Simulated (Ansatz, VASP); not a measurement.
## One calculation of PbSe, two programs

INCAR

```
PREC = Accurate
ENCUT = 520
EDIFF = 1E-6
ISMEAR = 0
SIGMA = 0.03
LREAL = F
LASPH = T
NELM = 80
ALGO = Normal
ISIF = 2
LWAVE = F
LCHARG = T
GGA = PE
IVDW = 12
LELF = T
LVHAR = T
NBANDS = 17
```

KPOINTS

```
regular mesh
0
Gamma
  10 10 10
```

POSCAR

```
PbSe
1.0
   -0.2530347053      2.8983975338      3.0670873374
    2.8983975338     -0.2530347053      3.0670873374
    2.6453628285      2.6453628285      0.0000000000
Pb Se
1 1
Direct
    0.0000000000      0.0000000000      0.0000000000
    0.5000000000      0.5000000000      0.5000000000
```

Input for Ansatz:

```yaml
crystal:
  lattice:
    - [-0.2530347053, 2.8983975338, 3.0670873374]
    - [2.8983975338, -0.2530347053, 3.0670873374]
    - [2.6453628285, 2.6453628285, 0.0]
  atoms:
    - { symbol: Pb, position: [0.0, 0.0, 0.0] }
    - { symbol: Se, position: [0.5, 0.5, 0.5] }
basis:
  ecutwfc: 420
kpoints:
  mp_grid: { grid: [10, 10, 10] }
hamiltonian:
  xc: pbe
  dispersion: d3bj
scf:
  occupations: { method: gaussian, width: 0.03 }
output:
  forces: true
  stress: true
  eigenvalues: true
```

Change from the starting cell: engineering shear strain xy -0.1650, equal normal strain along x and y -0.0550.

Alike in both runs: task single point; functional PBE; dispersion D3(BJ); k mesh 10 × 10 × 10; occupations gaussian, width 0.03 eV; no spin polarisation.

|  | VASP | Ansatz |
| --- | --- | --- |
| version | VASP 6.6.1 | Ansatz 0.2.0 |
| potentials or method | VASP PAW PBE potentials, release 64 (Pb_d, Se), cutoff 520 eV | scalar-relativistic, plane waves, PAW |
| valence electrons in the cell | 20 | 30 |

Ansatz gave:

| Quantity | Value |
| --- | --- |
| gap on the k mesh at the Fermi level (eV) | none |
| pressure (GPa) | 7.7 |
| traceless stress, the component that is largest in VASP (GPa) | -7.05 |

What did VASP give for the same quantities?

gap on the k mesh at the Fermi level (eV): none; pressure (GPa): 7.7; traceless stress, the component that is largest in VASP (GPa): -7.06.

A gap of «none» marks a metal or a gap that the smearing closes. VASP's potentials hold 20 valence electrons a cell and Ansatz's 30, so a difference there can come from the potentials and not from the codes.

Neither program's run includes spin-orbit coupling.
